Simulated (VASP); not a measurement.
Mg: single point with revPBE

Mg:

```
Mg
1.0
     3.13679    0.00000    0.00000
    -1.56840    2.71654    0.00000
     0.00000    0.00000   10.20402
Mg
4
Direct
  0.00000 0.00000 0.00000
  0.00000 0.00000 0.50000
  0.33333 0.66667 0.25000
  0.66667 0.33333 0.75000
```

This cell differs from its parent crystal: volume scaled by 0.92.

```json
{"Program": "VASP 6.6.1", "Task": "single point", "Functional": "revPBE", "Potentials or basis": "VASP PAW PBE potentials, release 64 (Mg)", "Cutoff": "520 eV", "k mesh": "13 × 13 × 4", "Occupations": "fermi-dirac, width 0.1 eV", "Spin": "no spin polarisation", "Dipole correction": "no", "Further INCAR settings": "ALGO = Normal; EDIFF = 1e-07; NBANDS = 12"}
```

* Pressure: 3.3 GPa
* Band gap on the k mesh: zero (band 4 reaches 4.17 eV, above the bottom of band 5 at 1.78 eV)

Stress tensor (GPa, compression positive):
```
3.29 0.00 0.00
0.00 3.29 0.00
0.00 0.00 3.17
```

Levels at points of the mesh, in eV from the Fermi level:
```
           k point  band 2  band 3  band 4  band 5  band 6  band 7
(0.00, 0.00, 0.00)   -5.78   -5.78   -1.85   -1.28    5.12    5.13
(0.00, 0.00, 0.50)   -6.85   -4.01   -4.01    1.50    1.50    9.22
```

Wall time 18 s on 1 thread of Intel(R) Xeon(R) 6975P-C (Granite Rapids), on a shared host, peak memory 0.22 GiB.

Caveat: the PAW data sets were made with another functional, which shifts forces and pressure a little.
